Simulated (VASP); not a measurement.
Crystal: Re.

```
Re
1.0
     0.00000    1.97500    1.97500
     1.97500    0.00000    1.97500
     1.97500    1.97500    0.00000
Re
1
Cartesian
  0.0000 0.0000 0.0000
```

```yaml
Program: VASP 6.6.1
Task: relaxation of cell and atoms
Functional: revPBE
Potentials_or_basis: VASP PAW PBE potentials, release 64 (Re)
Cutoff: 600 eV
k_mesh: 12 × 12 × 12
Occupations: fermi-dirac, width 0.05 eV
Spin: no spin polarisation
```

At the start: pressure -7.1 GPa; volume 15.41 Å³/atom.

Task: How do energy, volume and symmetry change on relaxing?

Result: Over 4 steps the energy falls by 7.1 meV/atom and the volume is 15.10 Å³/atom (-2.0 %); space group Fm-3m (No. 225, to 0.05 Å).

Step by step:
```
step  energy change (eV)  largest force (eV/Å)  pressure (GPa)  volume (Å³)
   1              0.0000                0.0000           -7.11        15.41
   2              0.1101                0.0000           34.84        13.93
   3             -0.0071                0.0000           -0.23        15.10
   4             -0.0071                0.0000           -0.01        15.10
```

Final structure:
```cif
data_structure
_symmetry_space_group_name_H-M 'P 1'
_symmetry_Int_Tables_number 1
_cell_length_a 2.7741
_cell_length_b 2.7741
_cell_length_c 2.7741
_cell_angle_alpha 60.000
_cell_angle_beta 60.000
_cell_angle_gamma 60.000
_cell_volume 15.10
loop_
_atom_site_label
_atom_site_type_symbol
_atom_site_fract_x
_atom_site_fract_y
_atom_site_fract_z
_atom_site_occupancy
Re1 Re 0.00000 0.00000 0.00000 1
```

Caveat: the PAW data sets were made with another functional, which shifts forces and pressure a little.
